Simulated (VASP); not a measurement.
Input of a VASP 6.6.1 run:

File INCAR:

```
SYSTEM = HfO2
PREC     = Accurate       ! precision mode
ENCUT    = 520            ! plane-wave cutoff, eV
EDIFF    = 1E-7           ! SCF threshold, eV
ISMEAR   = 0              ! smearing method
SIGMA    = 0.05           ! smearing width, eV
LREAL    = .False.        ! projectors in reciprocal space
LASPH    = .True.         ! aspherical terms in the spheres
NELM     = 80             ! most SCF steps
ALGO     = Normal         ! electronic algorithm
ISIF     = 2              ! what is computed and relaxed
LWAVE    = .False.        ! write WAVECAR
LCHARG   = .True.         ! write CHGCAR
GGA      = PS             ! functional
LELF     = .True.         ! ELF
LVHAR    = .True.       
NBANDS   = 18             ! bands
```

File KPOINTS:

```
Automatic mesh
0
Gamma
  8 8 8
  0 0 0
```

File POSCAR:

```
HfO2
1.0
   -0.2005895741      2.4480403655      2.4480403655
    2.4480403655     -0.2005895741      2.4480403655
    2.4480403655      2.4480403655     -0.2005895741
Hf O
1 2
Direct
    0.0000000000      0.0000000000      0.0000000000
    0.2500000000      0.2500000000      0.2500000000
    0.7500000000      0.7500000000      0.7500000000
```

Potentials or basis: VASP PAW PBE potentials, release 64 (Hf_pv, O).

Run with:

```console
$ cat potpaw_PBE.64/Hf_pv/POTCAR potpaw_PBE.64/O/POTCAR > POTCAR
$ mpirun -np 1 vasp_std > vasp.out
```

Task: What does it give for the pressure?

Result: -5.0 GPa.

Task: Estimate the band gap on the k mesh.

Result: 3.80 eV, direct.

Stress tensor (GPa, compression positive):
```
-4.99 10.25 10.25
10.25 -4.99 10.25
10.25 10.25 -4.99
```

Caveat: the PAW data sets were made with another functional, which shifts forces and pressure a little; spin-orbit coupling is left out, which moves the levels of the heavy elements. A k mesh can miss the band edges.
